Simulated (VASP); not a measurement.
# Si: relaxation of the atoms with PBE

The system is Si, a slab with vacuum.

```xyz
12
Lattice="3.8677 0.0000 0.0000 0.0000 5.4698 0.0000 0.0000 0.0000 24.6693" Properties=species:S:1:pos:R:3 pbc="T T T"
Si    1.9339    0.0000    7.5000
Si    0.0000    1.3674    7.5000
Si    0.0000    2.7349    9.4339
Si    1.9339    4.1023    9.4339
Si    1.9339    0.0000   11.3677
Si    0.0000    1.3674   11.3677
Si    0.0000    2.7349   13.3016
Si    1.9339    4.1023   13.3016
Si    1.9339    0.0000   15.2354
Si    0.0000    1.3674   15.2354
Si    0.0000    2.7349   17.1693
Si    1.9339    4.1023   17.1693
```

* Program: VASP 6.6.1
* Task: relaxation of the atoms
* Functional: PBE
* Potentials or basis: VASP PAW PBE potentials, release 64 (Si)
* Cutoff: 520 eV
* k mesh: 7 × 5 × 1
* Occupations: gaussian, width 0.05 eV
* Spin: no spin polarisation
* Dipole correction: yes
* Further INCAR settings: ALGO = Fast; EDIFF = 1e-07; IBRION = 2; EDIFFG = -0.02; NSW = 80

* Energy gained by relaxing: 19.3 meV/atom
* Ionic steps: 16
* Largest force after relaxing: 0.020 eV/Å
* Band gap on the k mesh: zero (bands 24 and 25 overlap by 0.32 eV)

Forces on the atoms (eV/Å):
```
Si   0.000 -0.003  0.019
Si   0.000  0.003  0.019
Si   0.000 -0.011 -0.012
Si   0.000  0.011 -0.012
Si   0.000  0.000 -0.015
Si   0.000  0.000 -0.015
Si   0.000  0.000  0.015
Si   0.000  0.000  0.015
Si   0.000 -0.011  0.012
Si   0.000  0.011  0.012
Si   0.000 -0.003 -0.019
Si   0.000  0.003 -0.019
```

Step by step:
```csv
step,energy change (eV),largest force (eV/Å),pressure (GPa)
1,0.0000,0.5887,-0.68
2,-0.0681,0.3905,-0.56
3,-0.1036,0.3541,-0.33
4,-0.1475,0.2367,-0.11
5,-0.1533,0.2829,0.01
6,-0.1780,0.1837,0.16
7,-0.1826,0.1872,0.26
8,-0.1926,0.1251,0.34
9,-0.1942,0.2028,0.39
10,-0.2005,0.1874,0.44
11,-0.2149,0.1404,0.61
12,-0.2220,0.2543,0.95
13,-0.2230,0.1881,0.86
14,-0.2314,0.0440,0.97
15,-0.2316,0.0406,0.98
16,-0.2318,0.0196,1.00
```

Final structure:
```xyz
12
Lattice="3.8677 0.0000 0.0000 0.0000 5.4698 0.0000 0.0000 0.0000 24.6693" Properties=species:S:1:pos:R:3 pbc="T T T"
Si    1.9339    0.0909    7.7195
Si    0.0000    1.2765    7.7195
Si    3.8677    2.7745    9.4602
Si    1.9339    4.0627    9.4602
Si    1.9339    0.0077   11.3673
Si    3.8677    1.3598   11.3673
Si    0.0000    2.7426   13.3019
Si    1.9339    4.0946   13.3019
Si    1.9339    0.0396   15.2091
Si    0.0000    1.3279   15.2091
Si    0.0000    2.8258   16.9498
Si    1.9339    4.0114   16.9498
```

Levels at points of the mesh, in eV from the Fermi level:
```tsv
k point	band 22	band 23	band 24	band 25	band 26	band 27
(0.00, 0.00, 0.00)	-0.41	-0.35	0.27	0.59	0.64	1.03
```

Wall time 37 min on 1 thread of Oxide Virtual Turin-like Processor, with other jobs on the host, peak memory 0.6 GiB.
